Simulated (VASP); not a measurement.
A run of VASP 6.6.1 is set up as follows.

File INCAR:

```
SYSTEM = TiB2
PREC = Accurate
ENCUT = 520
EDIFF = 1E-6
ISMEAR = -1
SIGMA = 0.05
LREAL = .FALSE.
LASPH = .TRUE.
NELM = 60
ALGO = Normal
ISIF = 2
LWAVE = .FALSE.
LCHARG = .FALSE.
GGA = PE
NBANDS = 16
```

The input KPOINTS:

```
Automatic mesh
0
G
  6 6 5
  0 0 0
```

File POSCAR:

```
TiB2
1.0
    3.0292000000      0.0000000000      0.0000000000
   -1.5146000000      2.6233641531      0.0000000000
    0.0000000000      0.0000000000      3.2284000000
Ti B
1 2
Direct
    0.0000000000      0.0000000000      0.0000000000
    0.6666666667      0.3333333333      0.5000000000
    0.3333333333      0.6666666667      0.5000000000
```

Potentials or basis: VASP PAW PBE potentials, release 64 (Ti_sv, B).

Run with:

```console
$ cat potpaw_PBE.64/Ti_sv/POTCAR potpaw_PBE.64/B/POTCAR > POTCAR
$ mpirun -np 1 vasp_std > vasp.out
```

Problem. Estimate the band gap on the k mesh.

Solution. Zero (filled and empty bands touch).

Problem. Predict the pressure.

Solution. 0.7 GPa.

Stress tensor (GPa, compression positive):
```
 1.78  0.00  0.00
 0.00  1.78  0.00
 0.00  0.00 -1.53
```

Caveat: the k points lie up to 0.40 Å⁻¹ apart.
